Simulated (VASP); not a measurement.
Wanted: the native input for a VASP 6.6.1 run.

```
Task                   : single point
Functional             : BLYP
Dispersion             : D3(BJ)
Potentials or basis    : VASP PAW PBE potentials, release 64 (C)
Cutoff                 : 520 eV
k mesh                 : 9 × 9 × 1
Occupations            : methfessel-paxton, width 0.1 eV
Spin                   : no spin polarisation
Dipole correction      : no
Further INCAR settings : ALGO = Normal; EDIFF = 1e-06; NBANDS = 16
```

The structure of C lies in POSCAR:

```
C
1.0
    2.4710897745     -0.0000000029      0.0000000000
   -1.2355448847      2.1400265212      0.0000000000
    0.0000000000      0.0000000000     23.8768498011
C
4
Direct
    0.0000000000      0.0000000000      0.5684179429
    0.0000000000      0.0000000000      0.4315820571
    0.3333333333      0.6666666667      0.4315111934
    0.6666666667      0.3333333333      0.5684888066
```

The input as run:

INCAR

```
  AGGAC = 1.0
  AGGAX = 1.0
  ALDAC = 0.0
  ALDAX = 1.0
  ALGO = Normal
  EDIFF = 1E-6
  ENCUT = 520
  GGA = B5
  ISIF = 2
  ISMEAR = 1
  IVDW = 12
  LASPH = True
  LCHARG = True
  LELF = True
  LREAL = False
  LVHAR = True
  LWAVE = False
  NBANDS = 16
  NELM = 60
  PREC = Accurate
  SIGMA = 0.1
  VDW_A1 = 0.4298
  VDW_A2 = 4.2359
  VDW_S6 = 1.0
  VDW_S8 = 2.6996
```

KPOINTS

```
k-points
0
Gamma
  9 9 1
```

Potentials or basis: VASP PAW PBE potentials, release 64 (C).

Launch:

```sh
$ cat potpaw_PBE.64/C/POTCAR > POTCAR
$ mpirun -np 1 vasp_std > vasp.out
```

Results of the run:

* Band gap on the k mesh: zero (filled and empty bands touch)
* Dispersion energy per atom: -0.241 eV

Run time: 77 s on 1 thread of AMD EPYC 7R43 64-Core Processor (Zen 3) (shared host), peak memory 0.19 GiB.
